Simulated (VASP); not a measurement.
# Cl (Cmce) in VASP: single point with PBE

Aim: the single point of Cl with PBE.

Everything below comes from runs of VASP 6.6.1. Logs are shortened: lines on timing, memory, paths and dates and some standing lists are left out, and cuts for length are marked.

### 1 The cell of the first run

Symmetry: Cmce, No. 64, orthorhombic system. Conventional cell: a = 6.240 Å, b = 4.480 Å, c = 8.260 Å, α = 90.00°, β = 90.00°, γ = 90.00°. Within 2.7 Å of Cl (site symmetry m) lie 1 Cl at 2.02 Å.

### 2 Single point, PBE

File INCAR:

```
SYSTEM = Cl
PREC     = Accurate       ! precision mode
ENCUT    = 520            ! plane-wave cutoff, eV
EDIFF    = 1E-7           ! SCF threshold, eV
ISMEAR   = -1             ! smearing method
SIGMA    = 0.05           ! smearing width, eV
LREAL    = .FALSE.        ! projectors in reciprocal space
LASPH    = .TRUE.         ! aspherical terms in the spheres
NELM     = 80             ! most SCF steps
ALGO     = Normal         ! electronic algorithm
ISIF     = 2              ! what is computed and relaxed
LWAVE    = .FALSE.        ! write WAVECAR
LCHARG   = .FALSE.        ! write CHGCAR
GGA      = PE             ! functional
NBANDS   = 22             ! bands
```

File KPOINTS:

```
regular mesh
0
G
  8 8 4
  0 0 0
```

File POSCAR:

```
Cl
1.0
    3.1200000000     -2.2400000000      0.0000000000
    3.1200000000      2.2400000000      0.0000000000
    0.0000000000      0.0000000000      8.2600000000
Cl
4
Direct
    0.1133208621      0.8866791379      0.1056702545
    0.6133208621      0.3866791379      0.3943297455
    0.8866791379      0.1133208621      0.8943297455
    0.3866791379      0.6133208621      0.6056702545
```

Potentials or basis: VASP PAW PBE potentials, release 64 (Cl).

The run is started by

```sh
$ cat potpaw_PBE.64/Cl/POTCAR > POTCAR
$ mpirun -np 1 vasp_std > vasp.out
```

OUTCAR:

```text
SYSTEM = Cl
   PREC = Accurate
   ENCUT = 520
   EDIFF = 1E-7
   ISMEAR = -1
   LREAL = .FALSE.
   LASPH = .TRUE.
   NELM = 80
   ISIF = 2
   GGA = PE

 ion  position               nearest neighbor table
   1  0.113  0.887  0.106-   3 2.02
   2  0.613  0.387  0.394-   4 2.02
   3  0.887  0.113  0.894-   1 2.02
   4  0.387  0.613  0.606-   2 2.02

  LATTYP: Found a base centered orthorhombic cell.
 ALAT       =     4.4800000000
 B/A-ratio  =     1.3928571429
 C/A-ratio  =     1.8437500000

  Lattice vectors:

 A1 = (  -3.1200000000,  -2.2400000000,   0.0000000000)
 A2 = (   3.1200000000,  -2.2400000000,   0.0000000000)
 A3 = (   0.0000000000,   0.0000000000,   8.2600000000)

Analysis of symmetry for initial positions (statically):
=====================================================================
 Subroutine PRICEL returns:
 Original cell was already a primitive cell.

 Routine SETGRP: Setting up the symmetry group for a
 base centered orthorhombic supercell.

 Subroutine GETGRP returns: Found  8 space group operations
 (whereof  4 operations were pure point group operations)
 out of a pool of  8 trial point group operations.

The static configuration has the point symmetry C_2h.
 The point group associated with its full space group is D_2h.

Analysis of symmetry for dynamics (positions and initial velocities):
=====================================================================
 Subroutine PRICEL returns:
 Original cell was already a primitive cell.

 Routine SETGRP: Setting up the symmetry group for a
 base centered orthorhombic supercell.

 Subroutine GETGRP returns: Found  8 space group operations
 (whereof  4 operations were pure point group operations)
 out of a pool of  8 trial point group operations.

The dynamic configuration has the point symmetry C_2h.
 The point group associated with its full space group is D_2h.

 Subroutine INISYM returns: Found  8 space group operations
 (whereof  4 operations are pure point group operations),
 and found     1 'primitive' translations

----------------------------------------------------------------------------------------

                                     Primitive cell

  volume of cell :     115.4550

  direct lattice vectors                    reciprocal lattice vectors
[... 81 lines left out ...]
 SYSTEM =  Cl
   PREC   = accura    normal or accurate (medium, high low for compatibility)
   ISTART =      0    job   : 0-new  1-cont  2-samecut
   ICHARG =      2    charge: 1-file 2-atom 10-const
   ISPIN  =      1    spin polarized calculation?
   LNONCOLLINEAR =      F non collinear calculations
   LSORBIT =      F    spin-orbit coupling
   LASPH  =      T    aspherical Exc in radial PAW
   ENCUT  =  520.0 eV  38.22 Ry    6.18 a.u.   7.14  7.14 15.36*2*pi/ulx,y,z
   NELM   =     80;   NELMIN=  2; NELMDL= -5     # of ELM steps
   EDIFF  = 0.1E-06   stopping-criterion for ELM
   LREAL  =      F    real-space projection
   EDIFFG = 0.1E-05   stopping-criterion for IOM
   NSW    =      0    number of steps for IOM
   IBRION =     -1    ionic relax: 0-MD 1-quasi-New 2-CG
   NFREE  =      0    steps in history (QN), initial steepest desc. (CG)
   ISIF   =      2    stress and relaxation
   ISYM   =      2    0-nonsym 1-usesym 2-fastsym
   POTIM  = 0.5000    time-step for ionic-motion
   TEBEG  =    0.0;   TEEND  =   0.0 temperature during run
   PSTRESS=    0.0 pullay stress
   NELECT =      28.0000    total number of electrons
   NUPDOWN=      -1.0000    fix difference up-down
   EMIN   =  10.00;   EMAX   =-10.00  energy-range for DOS
   EFERMI =   0.00;   METHOD = LEGACY
   ISMEAR =    -1;   SIGMA  =   0.05  broadening in eV -4-tet -1-fermi 0-gaus
   EFERMI_NEDOS =   21; number of points for ismear=-14 and -15
   IALGO  =     38    algorithm
   IMIX   =      4    mixing-type and parameters
     AMIX     =   0.40;   BMIX     =  1.00
     AMIX_MAG =   1.60;   BMIX_MAG =  1.00
  volume/ion in A,a.u.               =      28.86       194.78
  Fermi-wavevector in a.u.,A,eV,Ry     =   1.020916  1.929251 14.180934  1.042269
  Thomas-Fermi vector in A             =   2.154512
   LORBIT       =      0    0 simple, 1 ext, 2 COOP (PROOUT), +10 PAW based schemes
   GGA     = PE    functional components
   LHFCALC =     F    Hartree Fock is set to
   AEXX    =    0.0000 exact exchange contribution
   IVDW    =     0    specifies the selected vdW correction
   LEPSILON=     F    determine dielectric tensor
   LRPA    =     F    only Hartree local field effects (RPA)
 non-spin polarized calculation
  energy-cutoff  :      520.00
  volume of cell :      115.45
 maximum number of plane-waves:      3142
 NGX is ok and might be reduce to    30
   NGX = 15   NGY = 15   NGZ = 31

 number of electron      27.9999998 magnetization

 Free energy of the ion-electron system (eV)
  ---------------------------------------------------
  ext. energy  EPLUGINS =         0.00000000
  ---------------------------------------------------
  free energy    TOTEN  =        -7.31974494 eV

  energy without entropy =       -7.31974494  energy(sigma->0) =       -7.31974494

 E-fermi :   0.6057     XC(G=0):  -7.7625

 val. band max:       -0.5621264627   @ k =   0.0000   0.0000   0.0000
 cond. band min:       1.8469990042   @ k =   0.0000   0.0000   0.0000
 fundamental gap:      2.4091254669
 Fermi energy:         0.6057491125

 k-point     1 :       0.0000    0.0000    0.0000
  band No.  band energies     occupation
      1     -17.1500      2.00000
      2     -16.9197      2.00000
      3     -13.2829      2.00000
      4     -12.6452      2.00000
      5      -5.9692      2.00000
      6      -4.9651      2.00000
[... 589 lines left out ...]
     21       9.7493      0.00000
     22      10.1282      0.00000

 [... further k-points ...]
[... 5 lines left out ...]
  --------------------------------------------------------------------------------------
  -------------------------------------------------------------------------------------
  Total        0.8885249      0.0907509     -0.3182741      0.0000000      0.0000000      0.0000000
  in kB       12.3301259      1.2593569     -4.4167131      0.0000000      0.0000000      0.0000000
  external PRESSURE =       3.0575899 kB  Pullay stress =       0.0000000 kB

 VOLUME and BASIS-vectors are now :
 -----------------------------------------------------------------------------
  energy-cutoff  :      520.00
  volume of cell :      115.45
      direct lattice vectors                 reciprocal lattice vectors
     3.120000000 -2.240000000  0.000000000     0.160256410 -0.223214286  0.000000000
     3.120000000  2.240000000  0.000000000     0.160256410  0.223214286  0.000000000
     0.000000000  0.000000000  8.260000000     0.000000000  0.000000000  0.121065375

 POSITION                                       TOTAL-FORCE (eV/Angst)
 -----------------------------------------------------------------------------------
      3.12000      1.73232      0.87284         0.000000      0.088018     -0.154911
      3.12000     -0.50768      3.25716         0.000000      0.088018      0.154911
      3.12000     -1.73232      7.38716         0.000000     -0.088018      0.154911
      3.12000      0.50768      5.00284         0.000000     -0.088018     -0.154911
 -----------------------------------------------------------------------------------
    total drift:                               -0.000000      0.000000      0.000000

  FREE ENERGIE OF THE ION-ELECTRON SYSTEM (eV)
  ---------------------------------------------------
  free  energy   TOTEN  =        -7.3197449407 eV

  energy  without entropy=       -7.3197449407  energy(sigma->0) =       -7.31974494
```

stdout:

```text
POSCAR found type information on POSCAR Cl
 POSCAR found :  1 types and       4 ions
 scaLAPACK will be used
 LDA part: xc-table for (Slater+PW92), standard interpolation
 POSCAR, INCAR and KPOINTS ok, starting setup
 FFT: planning ... GRIDC
 FFT: planning ... GRID_SOFT
 FFT: planning ... GRID
 WAVECAR not read
 entering main loop
```

Run time: 2.5 min. Hardware: 1 thread of Intel Xeon 8259CL, shared host; peak memory 0.28 GiB.

What came out:

| Item | Value |
| --- | --- |
| Free energy | -7.3197 eV |
| Pressure | 0.3 GPa |
| Largest force | 0.178 eV/Å |
| Band gap on the k mesh | 2.41 eV |

Forces on the atoms (eV/Å):
```
Cl   0.000  0.088 -0.155
Cl   0.000  0.088  0.155
Cl   0.000 -0.088  0.155
Cl   0.000 -0.088 -0.155
```

Levels at points of the mesh, in eV from the valence-band top:
```tsv
k point	band 10	band 11	band 12	band 13	band 14	band 15	band 16	band 17	band 18	band 19
(0.00, 0.00, 0.00)	-2.17	-0.71	-0.19	-0.09	0.00	2.41	3.14	6.89	7.23	8.90
(0.50, 0.00, 0.00)	-2.42	-0.66	-0.66	-0.15	-0.15	2.92	2.92	8.33	8.33	10.23
(0.50, 0.50, 0.00)	-2.78	-1.14	-0.96	-0.22	-0.07	2.53	2.86	8.33	8.63	8.77
(0.00, 0.00, 0.50)	-2.18	-0.54	-0.54	-0.05	-0.05	2.70	2.70	7.37	7.37	9.61
(0.50, 0.00, 0.50)	-2.45	-0.50	-0.50	-0.04	-0.04	2.77	2.77	8.56	8.56	9.91
(0.50, 0.50, 0.50)	-2.83	-0.66	-0.66	-0.58	-0.58	2.63	2.63	8.85	8.85	10.02
```

Caveat: this functional lacks dispersion, which holds the molecules together, so the pressure and a relaxed volume are unreliable. As with any semilocal functional, this PBE gap is likely too small.
